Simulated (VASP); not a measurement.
# BiTe in VASP: a series of runs, part 2 of 2

VASP 6.6.1. The steps go on from the part before.

### Step 3. Single point, PBE, non-collinear spin, zero start, spin-orbit coupling

This run uses another cell than the first one, of 33.19 Å³/atom.

Contents of INCAR:

```
SYSTEM = BiTe
PREC = Accurate ; ENCUT = 520
EDIFF = 1E-6 ; ISMEAR = 0
SIGMA = 0.05 ; LREAL = .FALSE.
LASPH = .TRUE. ; NELM = 150
ALGO = Normal ; ISIF = 2
LWAVE = .FALSE. ; LCHARG = .FALSE.
MAGMOM = 0 0 0 0 0 0 0 0 0 0 0 0 ; LORBIT = 11
LSORBIT = .TRUE. ; GGA_COMPAT = .FALSE.
LORBMOM = .TRUE. ; GGA = PE
NBANDS = 56
```

Contents of KPOINTS:

```
Automatic mesh
0
G
  8 8 6
  0 0 0
```

Contents of POSCAR:

```
BiTe
1.0
    4.1949357470      0.0000000000      0.0000000000
   -2.0974678735      3.6329209241      0.0000000000
    0.0000000000      0.0000000000      8.7122958338
Bi Te
2 2
Direct
    0.3333333333      0.6666666667      0.2500000000
    0.6666666667      0.3333333333      0.7500000000
    0.0000000000      0.0000000000      0.0000000000
    0.0000000000      0.0000000000      0.5000000000
```

Potentials or basis: VASP PAW PBE potentials, release 64 (Bi_d, Te).

Started as:

```sh
$ cat potpaw_PBE.64/Bi_d/POTCAR potpaw_PBE.64/Te/POTCAR > POTCAR
$ mpirun -np 1 vasp_ncl > vasp.out
```

OUTCAR:

```text
SYSTEM = BiTe
   PREC = Accurate
   ENCUT = 520
   EDIFF = 1E-6
   ISMEAR = 0
   LREAL = .FALSE.
   LASPH = .TRUE.
   NELM = 150
   ISIF = 2
   LORBIT = 11
   LSORBIT = .TRUE.
   GGA = PE

 ion  position               nearest neighbor table
   1  0.333  0.667  0.250-   3 3.26   4 3.26   3 3.26   4 3.26   3 3.26   4 3.26
   2  0.667  0.333  0.750-   3 3.26   4 3.26   3 3.26   4 3.26   3 3.26   4 3.26
   3  0.000  0.000  0.000-   1 3.26   2 3.26   1 3.26   2 3.26   2 3.26   1 3.26
   4  0.000  0.000  0.500-   1 3.26   2 3.26   1 3.26   2 3.26   2 3.26   1 3.26

  LATTYP: Found a hexagonal cell.
 ALAT       =     4.1949357470
 C/A-ratio  =     2.0768603762

  Lattice vectors:

 A1 = (   4.1949357470,   0.0000000000,   0.0000000000)
 A2 = (  -2.0974678735,   3.6329209241,   0.0000000000)
 A3 = (   0.0000000000,   0.0000000000,   8.7122958338)

Analysis of symmetry for initial positions (statically):
=====================================================================
 Subroutine PRICEL returns:
 Original cell was already a primitive cell.

 Routine SETGRP: Setting up the symmetry group for a
 hexagonal supercell.

 Subroutine GETGRP returns: Found 24 space group operations
 (whereof 12 operations were pure point group operations)
 out of a pool of 24 trial point group operations.

The static configuration has the point symmetry D_3d.
 The point group associated with its full space group is D_6h.

Analysis of symmetry for dynamics (positions and initial velocities):
=====================================================================
 Subroutine PRICEL returns:
 Original cell was already a primitive cell.

 Routine SETGRP: Setting up the symmetry group for a
 hexagonal supercell.

 Subroutine GETGRP returns: Found 24 space group operations
 (whereof 12 operations were pure point group operations)
 out of a pool of 24 trial point group operations.

The dynamic configuration has the point symmetry D_3d.
[... 1594 lines left out ...]

 orbital moment (y)

 # of ion     p       d       tot
 ----------------------------------------
  1        -0.000   0.000  -0.000
  2        -0.000   0.000  -0.000
  3         0.000   0.000   0.000
  4         0.000  -0.000  -0.000
 ----------------------------------------
           -0.000   0.000  -0.000

 orbital moment (z)

 # of ion     p       d       tot
 ----------------------------------------
  1         0.000   0.000   0.000
  2         0.000  -0.000  -0.000
  3         0.000   0.000   0.000
  4         0.000  -0.000  -0.000
 ----------------------------------------
            0.000   0.000   0.000

 Spin-Orbit-Coupling matrix elements

 Ion:    1  E_soc:     -1.7252091
 l=   1
     0.0000000    -0.2153154    -0.2350928
    -0.2153154     0.0000000    -0.2153154
    -0.2350928    -0.2153154     0.0000000
 l=   2
     0.0000000    -0.0131166     0.0000000    -0.0131166    -0.0525926
    -0.0131166     0.0000000    -0.0393351    -0.0131519    -0.0131166
     0.0000000    -0.0393351     0.0000000    -0.0393351     0.0000000
    -0.0131166    -0.0131519    -0.0393351     0.0000000    -0.0131166
    -0.0525926    -0.0131166     0.0000000    -0.0131166     0.0000000
 l=   3
     0.0000000     0.0000000     0.0000000     0.0000000     0.0000000     0.0000000     0.0000000
     0.0000000     0.0000000     0.0000000     0.0000000     0.0000000     0.0000000     0.0000000
     0.0000000     0.0000000     0.0000000     0.0000000     0.0000000     0.0000000     0.0000000
     0.0000000     0.0000000     0.0000000     0.0000000     0.0000000     0.0000000     0.0000000
[... 49 lines left out ...]
 l=   2
     0.0000000     0.0000089     0.0000000     0.0000089     0.0000194
     0.0000089     0.0000000     0.0000131     0.0000319     0.0000089
     0.0000000     0.0000131     0.0000000     0.0000131     0.0000000
     0.0000089     0.0000319     0.0000131     0.0000000     0.0000089
     0.0000194     0.0000089     0.0000000     0.0000089     0.0000000
 l=   3
     0.0000000     0.0000000     0.0000000     0.0000000     0.0000000     0.0000000     0.0000000
     0.0000000     0.0000000     0.0000000     0.0000000     0.0000000     0.0000000     0.0000000
     0.0000000     0.0000000     0.0000000     0.0000000     0.0000000     0.0000000     0.0000000
     0.0000000     0.0000000     0.0000000     0.0000000     0.0000000     0.0000000     0.0000000
     0.0000000     0.0000000     0.0000000     0.0000000     0.0000000     0.0000000     0.0000000
     0.0000000     0.0000000     0.0000000     0.0000000     0.0000000     0.0000000     0.0000000
     0.0000000     0.0000000     0.0000000     0.0000000     0.0000000     0.0000000     0.0000000

 total charge

# of ion       s       p       d       tot
------------------------------------------
    1        1.570   1.185   9.927  12.682
    2        1.570   1.185   9.927  12.682
    3        1.408   1.895   0.031   3.334
    4        1.408   1.895   0.031   3.334
--------------------------------------------------
tot          5.957   6.159  19.916  32.032

 magnetization (x)

# of ion       s       p       d       tot
------------------------------------------
    1        0.000   0.000   0.000   0.000
    2        0.000   0.000   0.000   0.000
    3        0.000  -0.000   0.000   0.000
    4       -0.000   0.000  -0.000  -0.000
--------------------------------------------------
tot          0.000  -0.000  -0.000  -0.000

 magnetization (y)

# of ion       s       p       d       tot
------------------------------------------
    1        0.000   0.000  -0.000   0.000
    2        0.000   0.000   0.000   0.000
    3        0.000   0.000   0.000   0.000
    4        0.000   0.000  -0.000  -0.000
--------------------------------------------------
tot          0.000   0.000   0.000   0.000

 magnetization (z)

# of ion       s       p       d       tot
------------------------------------------
    1        0.000   0.000   0.000   0.000
    2        0.000   0.000   0.000   0.000
    3        0.000   0.000   0.000   0.000
    4        0.000   0.000   0.000   0.000
--------------------------------------------------
tot          0.000   0.000   0.000   0.000
```

stdout:

```text
POSCAR found type information on POSCAR BiTe
 POSCAR found :  2 types and       4 ions
 scaLAPACK will be used
 LDA part: xc-table for (Slater+PW92), standard interpolation
 POSCAR, INCAR and KPOINTS ok, starting setup
 FFT: planning ... GRIDC
 FFT: planning ... GRID_SOFT
 FFT: planning ... GRID
 WAVECAR not read
 entering main loop
```

It took 7.5 min on 1 thread of Oxide Virtual Turin-like, shared host; peak memory 0.75 GiB.

What came out:

```yaml
Free_energy: -16.1281 eV
Pressure: 1.0 GPa
Net_moment: 0.00 μB per cell
Valence_electrons_inside_the_program's_atomic_spheres: Bi 12.68; Te 3.33
```

Moments on the atoms (μB; x, y, z):
```
Bi  0.00 0.00 0.00
Bi  0.00 0.00 0.00
Te  0.00 0.00 0.00
Te  0.00 0.00 0.00
```
